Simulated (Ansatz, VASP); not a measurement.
Ta in VASP and in Ansatz

```
CELL_PARAMETERS angstrom
2.82087 0.00000 0.00000
-1.41043 2.44294 0.00000
0.00000 0.00000 5.02466
ATOMIC_POSITIONS crystal
Ta 0.66667 0.33333 0.75000
Ta 0.33333 0.66667 0.25000
```

Alike in both runs: task single point; functional r2SCAN; k mesh 11 × 11 × 6; occupations methfessel-paxton of order 1, width 0.1 eV; no spin polarisation.

|  | VASP | Ansatz |
| --- | --- | --- |
| version | VASP 6.6.1 | Ansatz 0.2.0 |
| potentials or method | VASP PAW PBE potentials, release 64 (Ta_pv), cutoff 520 eV | plane waves, PAW |
| valence electrons in the cell | 22 | 26 |

Ansatz gave:

- pressure (GPa): 14.7
- traceless stress, the component that is largest in VASP (GPa): -0.71

**Question.** Which values does VASP return?

**Answer.** Pressure (GPa): 15.4; traceless stress, the component that is largest in VASP (GPa): -0.70.

VASP's potentials were made for PBE, not for r2SCAN. VASP's potentials hold 22 valence electrons a cell and Ansatz's 26, so a difference there can come from the potentials and not from the codes.

Spin-orbit coupling is off throughout.
